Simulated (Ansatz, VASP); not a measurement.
BeOs3: VASP beside Ansatz

File INCAR:

```
SYSTEM = BeOs3
PREC = Accurate
ENCUT = 600
EDIFF = 1E-6
ISMEAR = 0
SIGMA = 0.1
LREAL = .False.
LASPH = .True.
NELM = 100
ALGO = Normal
ISIF = 3
LWAVE = .False.
LCHARG = .False.
GGA = PE
IBRION = 2
NSW = 100
EDIFFG = -0.01
```

File KPOINTS:

```
regular mesh
0
Gamma
  12 12 12
  0 0 0
```

POSCAR

```
BeOs3
1.0
    3.7697795254      0.0000000000      0.0000000000
    0.0000000000      3.7697795254      0.0000000000
    0.0000000000      0.0000000000      3.7697795254
Be Os
1 3
Direct
    0.0000000000      0.0000000000      0.0000000000
    0.0000000000      0.5000000000      0.5000000000
    0.5000000000      0.0000000000      0.5000000000
    0.5000000000      0.5000000000      0.0000000000
```

Input for Ansatz:

```yaml
crystal:
  lattice:
    - [3.7697795254, 0.0, 0.0]
    - [0.0, 3.7697795254, 0.0]
    - [0.0, 0.0, 3.7697795254]
  atoms:
    - { symbol: Be, position: [0.0, 0.0, 0.0] }
    - { symbol: Os, position: [0.0, 0.5, 0.5] }
    - { symbol: Os, position: [0.5, 0.0, 0.5] }
    - { symbol: Os, position: [0.5, 0.5, 0.0] }
basis:
  ecutwfc: 420
kpoints:
  mp_grid: { grid: [12, 12, 12] }
hamiltonian:
  xc: pbe
scf:
  occupations: { method: gaussian, width: 0.1 }
output:
  forces: true
  stress: true
  eigenvalues: true
  write_density: true
  write_potential: true
  elf: true
  volumetric_format: npy
relax:
  adjacent_minimum: "off"
  f_tol: 0.01
  max_steps: 80
  cell: { stress_tol: 0.05 }
```

Alike in both runs: task relaxation of cell and atoms; functional PBE; k mesh 12 × 12 × 12; occupations gaussian, width 0.1 eV; no spin polarisation.

|  | VASP | Ansatz |
| --- | --- | --- |
| version | VASP 6.6.1 | Ansatz 0.2.0 |
| potentials or method | VASP PAW PBE potentials, release 64 (Be, Os), cutoff 600 eV | scalar-relativistic, plane waves, PAW |
| valence electrons in the cell | 26 | 50 |

VASP gave:

- gap on the k mesh at the Fermi level, each at its own relaxed structure (eV): none
- relaxed volume (Å³/atom): 13.39
- relaxed length of the cell vector where the two differ most in proportion (Å): 3.770

Problem. Which values does Ansatz return?

Solution. gap on the k mesh at the Fermi level, each at its own relaxed structure (eV): none; relaxed volume (Å³/atom): 13.38; relaxed length of the cell vector where the two differ most in proportion (Å): 3.769.

A gap of «none» marks a metal or a gap that the smearing closes. VASP's potentials hold 26 valence electrons a cell and Ansatz's 50, so a difference there can come from the potentials and not from the codes.

Neither program's run includes spin-orbit coupling. Noted on VASP's run: the relaxation stopped at its first step, so nothing moved.
